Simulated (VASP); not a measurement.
A run of VASP 6.6.1 is set up as follows.

The input INCAR:

```
  PREC = Accurate
  ENCUT = 750
  EDIFF = 1E-6
  ISMEAR = 0
  SIGMA = 0.01
  LREAL = F
  LASPH = T
  NELM = 120
  ALGO = Normal
  ISIF = 2
  LWAVE = F
  LCHARG = F
  NBANDS = 9
  GGA_COMPAT = F
```

The input KPOINTS:

```
Automatic mesh
0
Gamma
  4 4 4
```

File POSCAR:

```
LiH
1.0
    0.0000000000      2.1451220099      2.1451220099
    2.1451220099      0.0000000000      2.1451220099
    2.1451220099      2.1451220099      0.0000000000
Li H
1 1
Direct
    0.0000000000      0.0000000000      0.0000000000
    0.2500000000      0.2500000000      0.2500000000
```

Potentials or basis: VASP PAW LDA potentials, release 64 (Li_sv, H).

Run with:

```console
$ cat potpaw_LDA.64/Li_sv/POTCAR potpaw_LDA.64/H/POTCAR > POTCAR
$ mpirun -np 1 vasp_std > vasp.out
```

Problem. What does it give for the band gap on the k mesh?

Solution. 3.93 eV, indirect (least direct gap 5.05 eV).

Problem. Predict the pressure.

Solution. -2.3 GPa.

Caveat: the k points lie up to 0.63 Å⁻¹ apart. A k mesh can miss the band edges.
